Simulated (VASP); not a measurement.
Input of a VASP 6.6.1 run:

The input INCAR:

```
ALGO = Normal
EDIFF = 1E-8
ENCUT = 400
GGA = PS
GGA_COMPAT = False
ISIF = 2
ISMEAR = -1
LASPH = True
LCHARG = False
LEFG = True
LREAL = False
LWAVE = False
NBANDS = 26
NELM = 120
PREC = Accurate
SIGMA = 0.03
```

Contents of KPOINTS:

```
k-points
0
Gamma
  14 14 8
```

Contents of POSCAR:

```
Au
1.0
    2.8608044381      0.0000000000      0.0000000000
   -1.4304022190      2.4775293187      0.0000000000
    0.0000000000      0.0000000000      4.8140459691
Au
2
Direct
    0.3333333333      0.6666666667      0.7500000000
    0.6666666667      0.3333333333      0.2500000000
```

Potentials or basis: VASP PAW PBE potentials, release 64 (Au_sv_GW).

Launch:

```sh
$ cat potpaw_PBE.64/Au_sv_GW/POTCAR > POTCAR
$ mpirun -np 1 vasp_std > vasp.out
```

(1) Estimate the pressure.

(2) Predict the band gap on the k mesh.

## Answers

(1) -4.3 GPa.

(2) zero (bands 19 and 20 overlap by 6.56 eV).

Caveat: the cell stands under tension; without QUAD_EFG the Cq values of the log hold for a quadrupole moment of 1 mb, not for the nuclei; the PAW data sets were made with another functional, which shifts forces and pressure a little; spin-orbit coupling is left out, which moves the levels of the heavy elements.
